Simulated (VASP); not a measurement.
# Si3Ge (P-4m2) in VASP: notebook, part 3 of 3

VASP 6.6.1. Earlier steps stand in the parts before.

### Step 5. Single point, PBE

This run uses another cell than the first one: it holds 8 atoms, not 4.

Input file INCAR:

```
PREC = Accurate
ENCUT = 500
EDIFF = 1E-6
ISMEAR = 0
SIGMA = 0.1
LREAL = False
LASPH = True
NELM = 120
ALGO = Normal
ISIF = 2
LWAVE = False
LCHARG = True
GGA = PE
LELF = True
LVHAR = True
NBANDS = 36
GGA_COMPAT = False
```

Input file KPOINTS:

```
Automatic mesh
0
Gamma
  4 4 2
```

Input file POSCAR:

```
Si3Ge
1.0
   -3.9123760691      0.0000000000      0.0000000000
    0.0000000000      0.0000000000     -5.5320638552
    0.0000000000     -7.8247521382      0.0000000000
Si Ge
6 2
Direct
    0.0000000000      0.2558713853      0.7500000000
    0.0000000000      0.2558713853      0.2500000000
    0.5000000000      0.7441286147      1.0000000000
    0.5000000000      0.7441286147      0.5000000000
    0.5000000000      0.5000000000      0.7500000000
    0.5000000000      0.5000000000      0.2500000000
    1.0000000000      0.0000000000      1.0000000000
    1.0000000000      0.0000000000      0.5000000000
```

Potentials or basis: VASP PAW PBE potentials, release 64 (Si, Ge_d).

Run with:

```
$ cat potpaw_PBE.64/Si/POTCAR potpaw_PBE.64/Ge_d/POTCAR > POTCAR
$ mpirun -np 1 vasp_std > vasp.out
```

OUTCAR:

```text
PREC = Accurate
   ENCUT = 500
   EDIFF = 1E-6
   ISMEAR = 0
   LREAL = False
   LASPH = True
   NELM = 120
   ISIF = 2
   GGA = PE

 ion  position               nearest neighbor table
   1  0.000  0.256  0.750-   5 2.38   5 2.38   8 2.41   7 2.41
   2  0.000  0.256  0.250-   6 2.38   6 2.38   8 2.41   7 2.41
   3  0.500  0.744  0.000-   5 2.38   6 2.38   7 2.41   7 2.41
   4  0.500  0.744  0.500-   5 2.38   6 2.38   8 2.41   8 2.41
   5  0.500  0.500  0.750-   1 2.38   3 2.38   4 2.38   1 2.38
   6  0.500  0.500  0.250-   2 2.38   3 2.38   4 2.38   2 2.38
   7  0.000  0.000  0.000-   1 2.41   2 2.41   3 2.41   3 2.41
   8  0.000  0.000  0.500-   1 2.41   2 2.41   4 2.41   4 2.41

  LATTYP: Found a simple orthorhombic cell.
 ALAT       =     3.9123760691
 B/A-ratio  =     1.4139908223
 C/A-ratio  =     2.0000000000

  Lattice vectors:

 A1 = (  -3.9123760691,   0.0000000000,   0.0000000000)
 A2 = (   0.0000000000,   0.0000000000,  -5.5320638552)
 A3 = (   0.0000000000,  -7.8247521382,   0.0000000000)

Analysis of symmetry for initial positions (statically):
=====================================================================
 Subroutine PRICEL returns following result:

  LATTYP: Found a simple tetragonal cell.
 ALAT       =     3.9123760691
 C/A-ratio  =     1.4139908223

  Lattice vectors:

 A1 = (   3.9123760691,   0.0000000000,   0.0000000000)
 A2 = (   0.0000000000,  -3.9123760691,   0.0000000000)
 A3 = (   0.0000000000,   0.0000000000,  -5.5320638552)

   2 primitive cells build up your supercell.

 Routine SETGRP: Setting up the symmetry group for a
 simple orthorhombic supercell.

 Subroutine GETGRP returns: Found  4 space group operations
 (whereof  4 operations were pure point group operations)
[... 144 lines left out ...]
     AMIX_MAG =   1.60;   BMIX_MAG =  1.00
  volume/ion in A,a.u.               =      21.17       142.86
  Fermi-wavevector in a.u.,A,eV,Ry     =   1.104443  2.087094 16.596298  1.219793
  Thomas-Fermi vector in A             =   2.240915
   LORBIT       =      0    0 simple, 1 ext, 2 COOP (PROOUT), +10 PAW based schemes
   GGA     = PE    functional components
   LHFCALC =     F    Hartree Fock is set to
   AEXX    =    0.0000 exact exchange contribution
   IVDW    =     0    specifies the selected vdW correction
   LEPSILON=     F    determine dielectric tensor
   LRPA    =     F    only Hartree local field effects (RPA)
 non-spin polarized calculation
 Gauss-broadening in eV      SIGMA  =   0.10
  energy-cutoff  :      500.00
  volume of cell :      169.36
 maximum number of plane-waves:      4342
 NGX is ok and might be reduce to    30

 number of electron      52.0000034 magnetization

 Free energy of the ion-electron system (eV)
  ---------------------------------------------------
  ext. energy  EPLUGINS =         0.00000000
  ---------------------------------------------------
  free energy    TOTEN  =       -41.19557784 eV

  energy without entropy =      -41.19544167  energy(sigma->0) =      -41.19550975

 E-fermi :   5.5849     XC(G=0):  -9.4470

 val. band max:        5.3860086302   @ k =   0.0000   0.0000   0.0000
 cond. band min:       5.7664542508   @ k =   0.5000   0.0000   0.0000
 fundamental gap:      0.3804456205
 Fermi energy:         5.5848839559

 k-point     1 :       0.0000    0.0000    0.0000
  band No.  band energies     occupation
      1     -18.8190      2.00000
      2     -18.8189      2.00000
      3     -18.8151      2.00000
      4     -18.8151      2.00000
      5     -18.8149      2.00000
      6     -18.8122      2.00000
[... 691 lines left out ...]
     35      10.8591      0.00000
     36      10.8611      0.00000

------------------------ aborting loop because EDIFF is reached ----------------------------------------

  FORCE on cell =-STRESS in cart. coord.  units (eV):
  Direction    XX          YY          ZZ          XY          YZ          ZX
  --------------------------------------------------------------------------------------
  -------------------------------------------------------------------------------------
  Total        0.4978056      0.4978901     -0.9646511      0.0000000      0.0000000      0.0000000
  in kB        4.7094692      4.7102689     -9.1260420      0.0000000      0.0000000      0.0000000
  external PRESSURE =       0.0978987 kB  Pullay stress =       0.0000000 kB

 VOLUME and BASIS-vectors are now :
 -----------------------------------------------------------------------------
  energy-cutoff  :      500.00
  volume of cell :      169.36
      direct lattice vectors                 reciprocal lattice vectors
    -3.912376069  0.000000000  0.000000000    -0.255599151  0.000000000  0.000000000
     0.000000000  0.000000000 -5.532063855     0.000000000  0.000000000 -0.180764363
     0.000000000 -7.824752138  0.000000000     0.000000000 -0.127799575  0.000000000

 POSITION                                       TOTAL-FORCE (eV/Angst)
 -----------------------------------------------------------------------------------
      0.00000     -5.86856     -1.41550         0.000000      0.000000     -0.009526
      0.00000     -1.95619     -1.41550         0.000000      0.000000     -0.009526
     -1.95619      0.00000     -4.11657        -0.000000      0.000000      0.009525
     -1.95619     -3.91238     -4.11657        -0.000000      0.000000      0.009525
     -1.95619     -5.86856     -2.76603         0.000000     -0.000000     -0.000002
     -1.95619     -1.95619     -2.76603         0.000000      0.000000     -0.000002
      0.00000      0.00000      0.00000        -0.000000      0.000000      0.000003
      0.00000     -3.91238      0.00000         0.000000      0.000000      0.000003
 -----------------------------------------------------------------------------------
    total drift:                               -0.000000     -0.000000      0.000008

  FREE ENERGIE OF THE ION-ELECTRON SYSTEM (eV)
  ---------------------------------------------------
  free  energy   TOTEN  =       -41.1955778352 eV

  energy  without entropy=      -41.1954416675  energy(sigma->0) =      -41.19550975
```

OSZICAR:

```text
N       E                     dE             d eps       ncg     rms          rms(c)
DAV:   1     0.390634089650E+03    0.39063E+03   -0.22473E+04  1644   0.228E+03
DAV:   2     0.257357988653E+02   -0.36490E+03   -0.34464E+03  1312   0.654E+02
DAV:   3    -0.383763830407E+02   -0.64112E+02   -0.62522E+02  1552   0.149E+02
DAV:   4    -0.416993551136E+02   -0.33230E+01   -0.33069E+01  1584   0.386E+01
DAV:   5    -0.417863424207E+02   -0.86987E-01   -0.86911E-01  1620   0.667E+00    0.872E+00
DAV:   6    -0.413787347530E+02    0.40761E+00   -0.23071E-01  1604   0.239E+00    0.528E+00
DAV:   7    -0.411889049276E+02    0.18983E+00   -0.42672E-01  1516   0.278E+00    0.330E-01
DAV:   8    -0.411934688208E+02   -0.45639E-02   -0.35071E-02  1600   0.144E+00    0.193E-01
DAV:   9    -0.411952199797E+02   -0.17512E-02   -0.32164E-03  1528   0.329E-01    0.117E-01
DAV:  10    -0.411954298193E+02   -0.20984E-03   -0.22357E-04  1664   0.849E-02    0.593E-02
DAV:  11    -0.411955779630E+02   -0.14814E-03   -0.24186E-04  1472   0.661E-02    0.214E-02
DAV:  12    -0.411955778352E+02    0.12782E-06   -0.77351E-06  1496   0.190E-02
   1 F= -.41195578E+02 E0= -.41195510E+02  d E =-.136168E-03
```

stdout:

```text
POSCAR found type information on POSCAR SiGe
 POSCAR found :  2 types and       8 ions
 scaLAPACK will be used
 LDA part: xc-table for (Slater+PW92), standard interpolation
 POSCAR, INCAR and KPOINTS ok, starting setup
 FFT: planning ... GRIDC
 FFT: planning ... GRID_SOFT
 FFT: planning ... GRID
 WAVECAR not read
 entering main loop
```

Wall time 39 s (1 thread of Intel Xeon 6975P-C (Granite Rapids), shared host); peak memory 0.29 GiB.

Results:

| Property | Result |
| --- | --- |
| Free energy | -41.1956 eV |
| Pressure | 0.0 GPa |
| Largest force | 0.010 eV/Å |
| Band gap on the k mesh | 0.38 eV |

Forces on the atoms (eV/Å):
```
Si   0.000  0.000 -0.010
Si   0.000  0.000 -0.010
Si   0.000  0.000  0.010
Si   0.000  0.000  0.010
Si   0.000  0.000  0.000
Si   0.000  0.000  0.000
Ge   0.000  0.000  0.000
Ge   0.000  0.000  0.000
```

A k mesh can miss the band edges.

### Step 6. Summary

| task | cell | k mesh | gap on the mesh (eV) | pressure (GPa) | largest force (eV/Å) |
| --- | --- | --- | --- | --- | --- |
| single point | a = 3.580, b = 3.580, c = 5.062 Å, 4 atoms, atomic positions A | 6 × 6 × 4 | none | 38.1 | 0.79 |
| single point | a = 3.916, b = 3.916, c = 5.521 Å, 4 atoms, atomic positions B | 6 × 6 × 4 | 0.40 | -0.1 | - |
| relaxation of cell and atoms | relaxed from a = 3.580, b = 3.580, c = 5.062 Å, 4 atoms, atomic positions A | 6 × 6 × 4 | 0.39 | -0.2 | 0.01 |
| single point | a = 3.912, b = 5.532, c = 7.825 Å, 8 atoms, atomic positions C | 4 × 4 × 2 | 0.38 | 0.0 | 0.01 |

Alike in all rows: level PBE; potentials or basis VASP PAW PBE potentials, release 64 (Si, Ge_d); no spin polarisation; cutoff (eV) 500; smearing gaussian 0.1 eV.

Caveats: the cell stands under pressure (at least some runs); semilocal functionals underestimate gaps, so a narrow gap can read as zero (at least some runs).

Absolute energies hang on the potentials; compare differences alone.
